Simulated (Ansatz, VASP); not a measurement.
**One calculation of KCl, two programs**

```
K Cl
1.0
     7.28423    0.00000    0.00000
    -3.64211    6.30832    0.00000
     0.00000    0.00000    4.43615
K Cl
3 3
Direct
  0.50000 0.00000 0.00000
  0.50000 0.50000 0.00000
  0.00000 0.50000 0.00000
  0.00000 0.00000 0.00000
  0.33333 0.66667 0.50000
  0.66667 0.33333 0.50000
```

Alike in both runs: functional r2SCAN; k mesh 6 × 6 × 6; occupations gaussian, width 0.02 eV; no spin polarisation.

Ansatz relaxed the structure, and its values are those at the end. VASP's run is a single point on that final structure, the one shown.

|  | VASP | Ansatz |
| --- | --- | --- |
| version | VASP 6.6.1 | Ansatz 0.2.0 |
| potentials or method | VASP PAW PBE potentials, release 64 (K_sv, Cl), cutoff 520 eV | scalar-relativistic, plane waves, PAW |
| valence electrons in the cell | 48 | 48 |

|  | VASP | Ansatz | Ansatz less VASP |
| --- | --- | --- | --- |
| gap on the k mesh at the Fermi level (eV) | 4.19 | 4.18 | -0.008 |
| least direct gap on the mesh (eV) | 4.19 | 4.18 | -0.008 |
| pressure (GPa) | 0.0 | 0.0 | +0.02 |

VASP's potentials were made for PBE, not for r2SCAN.
